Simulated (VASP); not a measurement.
# Sr3Zn2H (P6/mmm) in VASP: further runs

Sr3Zn2H is run at these levels: PBE; tasks: relaxation of cell and atoms, single point.

All numbers are computed with VASP 6.6.1; they aren't measurements. Logs are shortened: lines on timing, memory, paths and dates and some standing lists are left out, and cuts for length are marked.

### Step 1. The cell of the first run

Symmetry: P6/mmm, No. 191, hexagonal system. The conventional cell has a = 5.035 Å, b = 5.035 Å, c = 5.570 Å, α = 90.00°, β = 90.00°, γ = 120.00°. Sr (site symmetry -6m2) has 2 Zn at 2.79 Å and 3 H at 2.91 Å and 3 Sr at 2.91 Å within 3.7 Å. Within 3.7 Å of Sr (site symmetry 6/mmm) lie 2 H at 2.79 Å and 6 Zn at 2.91 Å. Zn (site symmetry -6m2) has 5 Sr at 2.79 to 2.91 Å and 3 Zn at 2.91 Å within 3.7 Å. Within 3.7 Å of H (site symmetry 6/mmm) lie 8 Sr at 2.79 to 2.91 Å.

### Step 2. Relaxation of cell and atoms, PBE

File INCAR:

```
PREC = Accurate
ENCUT = 600
EDIFF = 1E-7
ISMEAR = 0
SIGMA = 0.1
LREAL = False
LASPH = True
NELM = 100
ALGO = Normal
ISIF = 3
LWAVE = False
LCHARG = False
GGA = PE
IBRION = 2
NSW = 90
EDIFFG = -0.04
```

File KPOINTS:

```
regular mesh
0
Gamma
  6 6 4
```

File POSCAR:

```
Sr3Zn2H
1.0
    5.0346583500      0.0000000000      0.0000000000
   -2.5173291700      4.3601420300      0.0000000000
    0.0000000000      0.0000000000      5.5702993700
Sr Zn H
3 2 1
Direct
    0.3333333300      0.6666666700      0.5000000000
    0.6666666700      0.3333333300      0.5000000000
    0.0000000000      0.0000000000      0.0000000000
    0.3333333300      0.6666666700      0.0000000000
    0.6666666700      0.3333333300      0.0000000000
    0.0000000000      0.0000000000      0.5000000000
```

Potentials or basis: VASP PAW PBE potentials, release 64 (Sr_sv, Zn, H).

On the command line:

```console
cat potpaw_PBE.64/Sr_sv/POTCAR potpaw_PBE.64/Zn/POTCAR potpaw_PBE.64/H/POTCAR > POTCAR
mpirun -np 1 vasp_std > vasp.out
```

OUTCAR:

```text
PREC = Accurate
   ENCUT = 600
   EDIFF = 1E-7
   ISMEAR = 0
   LREAL = False
   LASPH = True
   NELM = 100
   ISIF = 3
   GGA = PE
   IBRION = 2
   NSW = 90
   EDIFFG = -0.04

 ion  position               nearest neighbor table
   1  0.333  0.667  0.500-   4 2.79   4 2.79   6 2.91   2 2.91   2 2.91   6 2.91   6 2.91   2 2.91
                             3 4.03   3 4.03   5 4.03   5 4.03   5 4.03   5 4.03   3 4.03   3 4.03
   2  0.667  0.333  0.500-   5 2.79   5 2.79   6 2.91   1 2.91   1 2.91   6 2.91   6 2.91   1 2.91
                             3 4.03   3 4.03   4 4.03   4 4.03   4 4.03   4 4.03   3 4.03   3 4.03
   3  0.000  0.000  0.000-   6 2.79   6 2.79   4 2.91   5 2.91   4 2.91   5 2.91   5 2.91   4 2.91
                             2 4.03   2 4.03   1 4.03   1 4.03   2 4.03   1 4.03   2 4.03   1 4.03
   4  0.333  0.667  0.000-   1 2.79   1 2.79   3 2.91   5 2.91   5 2.91   3 2.91   3 2.91   5 2.91
                             2 4.03   2 4.03   2 4.03   2 4.03   2 4.03   2 4.03
   5  0.667  0.333  0.000-   2 2.79   2 2.79   3 2.91   4 2.91   4 2.91   3 2.91   3 2.91   4 2.91
                             1 4.03   1 4.03   1 4.03   1 4.03   1 4.03   1 4.03
   6  0.000  0.000  0.500-   3 2.79   3 2.79   1 2.91   2 2.91   1 2.91   2 2.91   2 2.91   1 2.91

  LATTYP: Found a hexagonal cell.
 ALAT       =     5.0346583500
 C/A-ratio  =     1.1063907385

  Lattice vectors:

 A1 = (   5.0346583500,   0.0000000000,   0.0000000000)
 A2 = (  -2.5173291700,   4.3601420300,   0.0000000000)
 A3 = (   0.0000000000,   0.0000000000,   5.5702993700)

Analysis of symmetry for initial positions (statically):
=====================================================================
 Subroutine PRICEL returns:
 Original cell was already a primitive cell.

 Routine SETGRP: Setting up the symmetry group for a
 hexagonal supercell.

 Subroutine GETGRP returns: Found 24 space group operations
 (whereof 24 operations were pure point group operations)
 out of a pool of 24 trial point group operations.

The static configuration has the point symmetry D_6h.

Analysis of symmetry for dynamics (positions and initial velocities):
=====================================================================
 Subroutine PRICEL returns:
 Original cell was already a primitive cell.

 Routine SETGRP: Setting up the symmetry group for a
 hexagonal supercell.

 Subroutine GETGRP returns: Found 24 space group operations
 (whereof 24 operations were pure point group operations)
 out of a pool of 24 trial point group operations.

The dynamic configuration has the point symmetry D_6h.

 Subroutine INISYM returns: Found 24 space group operations
 (whereof 24 operations are pure point group operations),
 and found     1 'primitive' translations

----------------------------------------------------------------------------------------

                                     Primitive cell

  volume of cell :     122.2782

  direct lattice vectors                    reciprocal lattice vectors
     5.034658350  0.000000000  0.000000000     0.198623209  0.114675163  0.000000000
    -2.517329170  4.360142030  0.000000000     0.000000000  0.229350327  0.000000000
     0.000000000  0.000000000  5.570299370     0.000000000  0.000000000  0.179523565

  length of vectors
     5.034658350  5.034658347  5.570299370     0.229350327  0.229350327  0.179523565

  position of ions in fractional coordinates (direct lattice)
     0.333333330  0.666666670  0.500000000
     0.666666670  0.333333330  0.500000000
     0.000000000  0.000000000  0.000000000
     0.333333330  0.666666670  0.000000000
     0.666666670  0.333333330  0.000000000
     0.000000000  0.000000000  0.500000000

  ion indices of the primitive-cell ions
   primitive index   ion index
                 1           1
                 2           2
                 3           3
                 4           4
                 5           5
                 6           6

----------------------------------------------------------------------------------------

 KPOINTS: regular mesh

Automatic generation of k-mesh.
 Grid dimensions read from file:
 generate k-points for:    6    6    4

 Generating k-lattice:

  Cartesian coordinates                     Fractional coordinates (reciprocal lattice)
     0.033103868  0.019112527  0.000000000     0.166666667 -0.000000000  0.000000000
     0.000000000  0.038225054  0.000000000     0.000000000  0.166666667  0.000000000
     0.000000000  0.000000000  0.044880891     0.000000000  0.000000000  0.250000000

  Length of vectors
     0.038225054  0.038225054  0.044880891

  Shift w.r.t. Gamma in fractional coordinates (k-lattice)
     0.000000000  0.000000000  0.000000000

 Subroutine IBZKPT returns following result:
 ===========================================

 Found     21 irreducible k-points:

 Following reciprocal coordinates:
            Coordinates               Weight
  0.000000  0.000000  0.000000      1.000000
  0.166667  0.000000  0.000000      6.000000
  0.333333  0.000000  0.000000      6.000000
  0.500000  0.000000  0.000000      3.000000
  0.166667  0.166667  0.000000      6.000000
  0.333333  0.166667  0.000000     12.000000
[... 13 lines left out ...]
  0.333333  0.166667  0.500000     12.000000
  0.333333  0.333333  0.500000      2.000000
   k-points           NKPTS =     21   k-points in BZ     NKDIM =     21   number of bands    NBANDS=     33
   number of dos      NEDOS =    301   number of ions     NIONS =      6
   total plane-waves  NPLWV =  76800
   dimension x,y,z NGX =    40 NGY =   40 NGZ =   48
   dimension x,y,z NGXF=    80 NGYF=   80 NGZF=   96
   ions per type =               3   2   1
   NGX,Y,Z   is equivalent  to a cutoff of  13.21, 13.21, 14.33 a.u.
   NGXF,Y,Z  is equivalent  to a cutoff of  26.42, 26.42, 28.65 a.u.
 SYSTEM =  unknown system
   PREC   = accura    normal or accurate (medium, high low for compatibility)
   ISTART =      0    job   : 0-new  1-cont  2-samecut
   ICHARG =      2    charge: 1-file 2-atom 10-const
   ISPIN  =      1    spin polarized calculation?
   LNONCOLLINEAR =      F non collinear calculations
   LSORBIT =      F    spin-orbit coupling
   LASPH  =      T    aspherical Exc in radial PAW
   ENCUT  =  600.0 eV  44.10 Ry    6.64 a.u.  10.06 10.06 11.13*2*pi/ulx,y,z
   NELM   =    100;   NELMIN=  2; NELMDL= -5     # of ELM steps
   EDIFF  = 0.1E-06   stopping-criterion for ELM
   LREAL  =      F    real-space projection
   EDIFFG = -.4E-01   stopping-criterion for IOM
   NSW    =     90    number of steps for IOM
   IBRION =      2    ionic relax: 0-MD 1-quasi-New 2-CG
   NFREE  =      1    steps in history (QN), initial steepest desc. (CG)
   ISIF   =      3    stress and relaxation
   ISYM   =      2    0-nonsym 1-usesym 2-fastsym
   POTIM  = 0.5000    time-step for ionic-motion
   TEBEG  =    0.0;   TEEND  =   0.0 temperature during run
   PSTRESS=    0.0 pullay stress
   NELECT =      55.0000    total number of electrons
   NUPDOWN=      -1.0000    fix difference up-down
   EMIN   =  10.00;   EMAX   =-10.00  energy-range for DOS
   EFERMI =   0.00;   METHOD = LEGACY
   ISMEAR =     0;   SIGMA  =   0.10  broadening in eV -4-tet -1-fermi 0-gaus
   EFERMI_NEDOS =   21; number of points for ismear=-14 and -15
   IALGO  =     38    algorithm
   IMIX   =      4    mixing-type and parameters
     AMIX     =   0.40;   BMIX     =  1.00
     AMIX_MAG =   1.60;   BMIX_MAG =  1.00
  volume/ion in A,a.u.               =      20.38       137.53
  Fermi-wavevector in a.u.,A,eV,Ry     =   1.254332  2.370345 21.406726  1.573350
  Thomas-Fermi vector in A             =   2.388142
   LORBIT       =      0    0 simple, 1 ext, 2 COOP (PROOUT), +10 PAW based schemes
   GGA     = PE    functional components
   LHFCALC =     F    Hartree Fock is set to
   AEXX    =    0.0000 exact exchange contribution
   IVDW    =     0    specifies the selected vdW correction
   LEPSILON=     F    determine dielectric tensor
   LRPA    =     F    only Hartree local field effects (RPA)
 conjugate gradient relaxation of ions
 non-spin polarized calculation
 Gauss-broadening in eV      SIGMA  =   0.10
  energy-cutoff  :      600.00
  volume of cell :      122.28
 maximum number of plane-waves:      4104
   NGX = 21   NGY = 21   NGZ = 23

--------------------------------------- Ionic step        1  -------------------------------------------

 number of electron      55.0000006 magnetization

 Free energy of the ion-electron system (eV)
  ---------------------------------------------------
  ext. energy  EPLUGINS =         0.00000000
  ---------------------------------------------------
  free energy    TOTEN  =        -7.70492024 eV

  energy without entropy =       -7.67545784  energy(sigma->0) =       -7.69018904

 E-fermi :   3.8969     XC(G=0): -10.0070

 val. band max:        3.8935865649   @ k =   0.5000   0.0000   0.5000
 cond. band min:       3.9247256968   @ k =   0.1667   0.0000   0.0000
 fundamental gap:      0.0311391320
 Fermi energy:         3.8968658413

 k-point     1 :       0.0000    0.0000    0.0000
  band No.  band energies     occupation
      1     -32.8769      2.00000
      2     -32.2961      2.00000
      3     -31.0771      2.00000
      4     -15.7013      2.00000
      5     -15.7013      2.00000
      6     -14.8161      2.00000
[... 25 lines left out ...]
     32       4.9978      0.00000
     33       6.0135      0.00000
[... 940 lines left out ...]
 POSITION                                       TOTAL-FORCE (eV/Angst)
 -----------------------------------------------------------------------------------
     -0.00000      3.26556      3.12139         0.000000      0.000000     -0.000000
      2.82806      1.63278      3.12139        -0.000000     -0.000000      0.000000
      0.00000      0.00000     -0.00000         0.000000     -0.000000      0.000000
     -0.00000      3.26556     -0.00000         0.000000     -0.000000     -0.000000
      2.82806      1.63278     -0.00000        -0.000000      0.000000      0.000000
      0.00000     -0.00000      3.12139         0.000000     -0.000000      0.000000
 -----------------------------------------------------------------------------------
    total drift:                                0.000000     -0.000000      0.000000

  FREE ENERGIE OF THE ION-ELECTRON SYSTEM (eV)
  ---------------------------------------------------
  free  energy   TOTEN  =        -9.5147469507 eV

  energy  without entropy=       -9.4932974025  energy(sigma->0) =       -9.50402218

--------------------------------------- Ionic step        7  -------------------------------------------

 number of electron      54.9999961 magnetization

 Free energy of the ion-electron system (eV)
  ---------------------------------------------------
  ext. energy  EPLUGINS =         0.00000000
  ---------------------------------------------------
  free energy    TOTEN  =        -9.52491155 eV

  energy without entropy =       -9.50206595  energy(sigma->0) =       -9.51348875

 E-fermi :   2.1222     XC(G=0):  -8.5709

 val. band max:        2.1196295449   @ k =   0.1667   0.1667   0.0000
 cond. band min:       2.1344582869   @ k =   0.3333   0.0000   0.2500
 fundamental gap:      0.0148287420
 Fermi energy:         2.1222030653

 k-point     1 :       0.0000    0.0000    0.0000
  band No.  band energies     occupation
      1     -34.7189      2.00000
      2     -34.5540      2.00000
      3     -33.7979      2.00000
      4     -17.1151      2.00000
      5     -17.1151      2.00000
      6     -16.6030      2.00000
[... 25 lines left out ...]
     32       3.4293      0.00000
     33       3.4364      0.00000
[... 731 lines left out ...]
 VOLUME and BASIS-vectors are now :
 -----------------------------------------------------------------------------
  energy-cutoff  :      600.00
  volume of cell :      174.28
      direct lattice vectors                 reciprocal lattice vectors
     5.707891504  0.000000001 -0.000000000     0.175196042  0.101149482  0.000000000
    -2.853945746  4.943179043 -0.000000000    -0.000000000  0.202298964  0.000000000
     0.000000000 -0.000000000  6.176993354     0.000000000  0.000000000  0.161891060

 POSITION                                       TOTAL-FORCE (eV/Angst)
 -----------------------------------------------------------------------------------
     -0.00000      3.29545      3.08850         0.000000     -0.000000      0.000000
      2.85395      1.64773      3.08850        -0.000000      0.000000     -0.000000
      0.00000      0.00000     -0.00000        -0.000000     -0.000000      0.000000
     -0.00000      3.29545     -0.00000         0.000000     -0.000000     -0.000000
      2.85395      1.64773     -0.00000        -0.000000      0.000000      0.000000
      0.00000     -0.00000      3.08850        -0.000000     -0.000000      0.000000
 -----------------------------------------------------------------------------------
    total drift:                                0.000000     -0.000000      0.000000

  FREE ENERGIE OF THE ION-ELECTRON SYSTEM (eV)
  ---------------------------------------------------
  free  energy   TOTEN  =        -9.5249115534 eV

  energy  without entropy=       -9.5020659517  energy(sigma->0) =       -9.51348875

 reached required accuracy - stopping structural energy minimisation
```

Run time: 12 min. Hardware: 1 thread of Oxide Virtual Turin-like, shared host; peak memory 0.31 GiB.

Results:

| Quantity | Value |
| --- | --- |
| Free energy | -9.5249 eV |
| Relaxed volume | 29.05 Å³/atom |
| Relaxed cell | a = 5.708 Å, b = 5.708 Å, c = 6.177 Å, α = 90.00°, β = 90.00°, γ = 120.00° |
| Space group after relaxing (to 0.05 Å) | P6/mmm (No. 191) |
| Energy gained by relaxing | 303.3 meV/atom |
| Ionic steps | 7 |
| Pressure after relaxing | 0.1 GPa |

The path:
```
step  energy change (eV)  largest force (eV/Å)  pressure (GPa)  volume (Å³)
   1              0.0000                0.0000           14.85       122.28
   2             -1.6798                0.0000            2.13       158.82
   3             -1.7421                0.0000           -0.40       176.68
   4             -1.7521                0.0000            0.15       171.85
   5             -1.7520                0.0000            0.28       170.75
   6             -1.8098                0.0000            0.16       172.96
   7             -1.8200                0.0000            0.14       174.28
```

Final structure:
```
Sr Zn H
1.0
     5.70789    0.00000    0.00000
    -2.85395    4.94318    0.00000
     0.00000    0.00000    6.17699
Sr Zn H
3 2 1
Cartesian
  0.0000 3.2955 3.0885
  2.8539 1.6477 3.0885
  0.0000 0.0000 0.0000
  0.0000 3.2955 0.0000
  2.8539 1.6477 0.0000
  0.0000 0.0000 3.0885
```

Levels at points of the mesh, in eV from the Fermi level:
```
           k point  band 24  band 25  band 26  band 27  band 28  band 29  band 30  band 31  band 32  band 33
(0.00, 0.00, 0.00)    -3.82    -1.50    -0.34    -0.34    -0.32     0.76     0.76     1.31     1.31     1.31
(0.50, 0.00, 0.00)    -4.23    -3.44    -0.08    -0.07     0.05     0.23     0.47     0.60     0.87     1.06
(0.00, 0.00, 0.50)    -4.29    -1.07    -0.83    -0.83    -0.78     0.60     0.60     1.46     1.64     2.01
(0.50, 0.00, 0.50)    -3.62    -3.56    -1.81    -0.79    -0.27    -0.19     0.87     1.04     1.29     1.76
```

Caveat: the volume moved by over 15 % at a fixed basis, so the end points are rough.

### Step 3. Single point, PBE

This run uses another cell than the first one, of 29.34 Å³/atom, 1.439 times its volume.

File INCAR:

```
  PREC = Accurate
  ENCUT = 520
  EDIFF = 1E-6
  ISMEAR = 0
  SIGMA = 0.1
  LREAL = False
  LASPH = True
  NELM = 60
  ALGO = Normal
  ISIF = 2
  LWAVE = False
  LCHARG = False
  GGA = PE
  NBANDS = 36
```

File KPOINTS:

```
Automatic mesh
0
Gamma
  12 12 6
```

File POSCAR:

```
Sr3Zn2H
1.0
    5.7407317861      0.0000000000      0.0000000000
   -2.8703658930      4.9716195631      0.0000000000
    0.0000000000      0.0000000000      6.1669771221
Sr Zn H
3 2 1
Direct
    0.3333333333      0.6666666667      0.5000000000
    0.6666666667      0.3333333333      0.5000000000
    0.0000000000      0.0000000000      0.0000000000
    0.3333333333      0.6666666667      0.0000000000
    0.6666666667      0.3333333333      0.0000000000
    0.0000000000      0.0000000000      0.5000000000
```

Potentials or basis: VASP PAW PBE potentials, release 64 (Sr_sv, Zn, H).

On the command line:

```console
cat potpaw_PBE.64/Sr_sv/POTCAR potpaw_PBE.64/Zn/POTCAR potpaw_PBE.64/H/POTCAR > POTCAR
mpirun -np 1 vasp_std > vasp.out
```

Wall time 10 min (1 thread of Oxide Virtual Turin-like, shared host); peak memory 0.58 GiB.

The run converged. Its results:

| Item | Value |
| --- | --- |
| Free energy | -9.5562 eV |
| Pressure | 0.1 GPa |

Levels at points of the mesh, in eV from the Fermi level:
| k point | band 24 | band 25 | band 26 | band 27 | band 28 | band 29 | band 30 | band 31 | band 32 | band 33 |
| --- | --- | --- | --- | --- | --- | --- | --- | --- | --- | --- |
| (0.00, 0.00, 0.00) | -3.80 | -1.58 | -0.37 | -0.37 | -0.32 | 0.73 | 0.73 | 1.25 | 1.30 | 1.30 |
| (0.50, 0.00, 0.00) | -4.25 | -3.45 | -0.12 | -0.09 | 0.02 | 0.23 | 0.47 | 0.55 | 0.84 | 1.05 |
| (0.00, 0.00, 0.50) | -4.28 | -1.09 | -0.86 | -0.85 | -0.85 | 0.57 | 0.57 | 1.40 | 1.59 | 1.99 |
| (0.50, 0.00, 0.50) | -3.64 | -3.56 | -1.84 | -0.82 | -0.31 | -0.23 | 0.86 | 1.02 | 1.27 | 1.71 |
